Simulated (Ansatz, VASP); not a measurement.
# Two plane-wave programs on Ti

```
Ti
1.0
     2.90044    0.00000    0.00000
    -1.45022    2.51185    0.00000
     0.00000    0.00000   24.18198
Ti
5
Direct
  0.66667 0.33333 0.31015
  0.33333 0.66667 0.40507
  0.66667 0.33333 0.50000
  0.33333 0.66667 0.59493
  0.66667 0.33333 0.68985
```

Alike in both runs: task single point; functional PBEsol; k mesh 12 × 12 × 1; occupations gaussian, width 0.1 eV; no spin polarisation.

|  | VASP | Ansatz |
| --- | --- | --- |
| version | VASP 6.6.1 | Ansatz 0.2.0 |
| potentials or method | VASP PAW PBE potentials, release 64 (Ti_sv), cutoff 520 eV | scalar-relativistic, plane waves, PAW |
| valence electrons in the cell | 60 | 60 |

```csv
,VASP,Ansatz,Ansatz less VASP
gap on the k mesh at the Fermi level (eV),none,none,-
rms of the force components (eV/Å),0.337,0.333,-0.0042
```

VASP's potentials were made for PBE, not for PBEsol. Atom by atom the forces differ by 0.005 eV/Å (rms over components). A gap of «none» marks a metal or a gap that the smearing closes. Ansatz's warnings: xc potential rough in thin density.
